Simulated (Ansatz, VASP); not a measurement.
# Two plane-wave programs on CoO

```xyz
2
Lattice="0.0000 2.1741 2.1315 2.1741 0.0000 2.1315 2.1741 2.1741 0.0000" Properties=species:S:1:pos:R:3 pbc="T T T"
Co    0.0000    0.0000    0.0000
O     2.1741    2.1741    2.1315
```

Change from the starting cell: equal xx and yy strain of +2 %, PAW files.

Alike in both runs: task electric field gradients; functional PBEsol; k mesh 16 × 16 × 16; occupations fermi-dirac, width 0.05 eV; collinear spin.

|  | VASP | Ansatz |
| --- | --- | --- |
| version | VASP 6.6.1 | Ansatz 0.2.0 |
| potentials or method | VASP PAW PBE potentials, release 64 (Co, O) | PAW with Ansatz's default frozen-core files, scalar-relativistic |
| plane-wave cutoff (eV) | 520 | 420 |
| valence electrons in the cell | 15 | 23 |

Ansatz gave:

- pressure (GPa): -16.4
- traceless stress, the component that is largest in VASP (GPa): 0.12
- net moment per atom (μB): 1.49
- size of the moment on the site where the two differ most (μB): 2.52
- size of Vzz on the site where it differs most (V/Å²): 5.3

Problem. Estimate VASP's values.

Solution. Pressure (GPa): -16.7; traceless stress, the component that is largest in VASP (GPa): 0.08; net moment per atom (μB): 1.49; size of the moment on the site where the two differ most (μB): 2.60; size of Vzz on the site where it differs most (V/Å²): 5.1.

VASP's potentials were made for PBE, not for PBEsol. Site moments also hang on the region over which each program counts them. VASP's potentials hold 15 valence electrons a cell and Ansatz's 23, so a difference there can come from the potentials and not from the codes.
